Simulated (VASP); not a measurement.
Runs of VASP 6.6.1 on BeTe. The structure is that of space group F-43m (No. 216), or close to it. The cells are those of the table. 

```tsv
task	level	cell	k mesh	cutoff (eV)	smearing	grid for exact exchange (PRECFOCK)	share of exact exchange	gap on the mesh (eV)	pressure (GPa)
relaxation of cell and atoms	PBE	relaxed from a = 3.743 Å, angles 60.0°, 2 atoms	8 × 8 × 8	600	fermi-dirac 0.02 eV	-	-	2.02	0.0
single point	r2SCAN	a = 4.000 Å, angles 60.0°, 2 atoms	8 × 8 × 8	520	fermi-dirac 0.02 eV	-	-	(a)	(c)
single point	PBE	a = 4.000 Å, angles 60.0°, 2 atoms	8 × 8 × 8	520	fermi-dirac 0.02 eV	-	-	2.01	0.3
single point	PBE	a = 4.000 Å, angles 60.0°, 2 atoms	4 × 4 × 4	520	gaussian 0.01 eV	-	-	2.00	0.8
single point	PBE0	a = 4.000 Å, angles 60.0°, 2 atoms	6 × 6 × 6	520	gaussian 0.01 eV	Normal	0.25	3.34	(b)
```

Alike in all rows: potentials or basis VASP PAW PBE potentials, release 64 (Be, Te); no spin polarisation.

**Question.** Estimate the missing entries.

**Answer.** (a) 2.37; (b) -1.0; (c) 0.2.

Caveats: some runs use coarse meshes; spin-orbit coupling is left out, which moves the levels of the heavy elements; the PAW data sets were made with another functional, which shifts forces and pressure a little (at least some runs).

A k mesh can miss the band edges, and the runs leave out spin-orbit coupling on Te.
